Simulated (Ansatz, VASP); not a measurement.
# One calculation of Sr, two programs

INCAR

```
SYSTEM = Sr
PREC = Accurate ; ENCUT = 520
EDIFF = 1E-8 ; ISMEAR = -1
SIGMA = 0.03 ; LREAL = .FALSE.
LASPH = .TRUE. ; NELM = 80
ALGO = Normal ; ISIF = 2
LWAVE = .FALSE. ; LCHARG = .FALSE.
GGA = PE ; LEFG = .TRUE.
NBANDS = 17
```

The input KPOINTS:

```
Automatic mesh
0
G
  9 9 5
  0 0 0
```

POSCAR

```
Sr
1.0
    4.2886105094      0.0000000000      0.0000000000
   -2.1443052547      3.7140456480      0.0000000000
    0.0000000000      0.0000000000      7.1205000000
Sr
2
Direct
    0.3333333333      0.6666666667      0.2500000000
    0.6666666667      0.3333333333      0.7500000000
```

Input for Ansatz:

```yaml
crystal:
  lattice:
    - [4.2886105094, 0.0, 0.0]
    - [-2.1443052547, 3.714045648, 0.0]
    - [0.0, 0.0, 7.1205]
  atoms:
    - { symbol: Sr, position: [0.3333333333, 0.6666666667, 0.25] }
    - { symbol: Sr, position: [0.6666666667, 0.3333333333, 0.75] }
kpoints:
  mp_grid: { grid: [9, 9, 5] }
scf:
  occupations: { method: fermi_dirac, width: 0.03 }
hamiltonian:
  xc: pbe
  pseudopotentials: { kind: all_electron, datasets: crystal }
output:
  forces: true
  stress: true
  eigenvalues: true
  efg: { contact_densities: true }
```

Change from the starting cell: z stretched by +1 % at fixed volume, crystal datasets.

Alike in both runs: task electric field gradients; functional PBE; k mesh 9 × 9 × 5; occupations fermi-dirac, width 0.03 eV; no spin polarisation.

|  | VASP | Ansatz |
| --- | --- | --- |
| version | VASP 6.6.1 | Ansatz 0.2.0 |
| potentials or method | VASP PAW PBE potentials, release 64 (Sr_sv), cutoff 520 eV | all-electron PAW with datasets made for the crystal, scalar-relativistic |

VASP gave:

```
pressure (GPa)                                                : -0.2
traceless stress, the component that is largest in VASP (GPa) : -0.12
size of Vzz on the site where it differs most (V/Å²)          : 8.0
```

Problem. What did Ansatz give for the same quantities?

Solution. Pressure (GPa): -0.2; traceless stress, the component that is largest in VASP (GPa): -0.12; size of Vzz on the site where it differs most (V/Å²): 8.2.

Ansatz ran all-electron here, and VASP with PAW potentials.
